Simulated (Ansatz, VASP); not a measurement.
## One calculation of Sr2CuSi3, two programs

```
Si Sr Cu
1.0
     0.00000    0.00000    3.78701
     0.00000   -4.23314    0.00000
     6.87324    2.11657   -1.89350
Si Sr Cu
3 2 1
Cartesian
  0.0000 0.0000 0.0000
  2.1266 -2.1166 0.0000
  4.7467 0.0000 1.8935
  4.8401 -2.1166 0.0000
  2.0331 0.0000 1.8935
  0.0000 -2.1166 0.0000
```

Alike in both runs: task single point; functional PBE; k mesh 5 × 5 × 5; occupations gaussian, width 0.0182 eV; no spin polarisation.

|  | VASP | Ansatz |
| --- | --- | --- |
| version | VASP 6.6.1 | Ansatz 0.2.0 |
| potentials or method | VASP PAW PBE potentials, release 64 (Si, Sr_sv, Cu), cutoff 520 eV | PAW plane waves |
| valence electrons in the cell | 43 | 51 |

```csv
,VASP,Ansatz,Ansatz less VASP
gap on the k mesh at the Fermi level (eV),none,none,-
rms of the force components (eV/Å),0.178,0.183,+0.0044
```

A gap of «none» marks a metal or a gap that the smearing closes. VASP's potentials hold 43 valence electrons a cell and Ansatz's 51, so a difference there can come from the potentials and not from the codes.
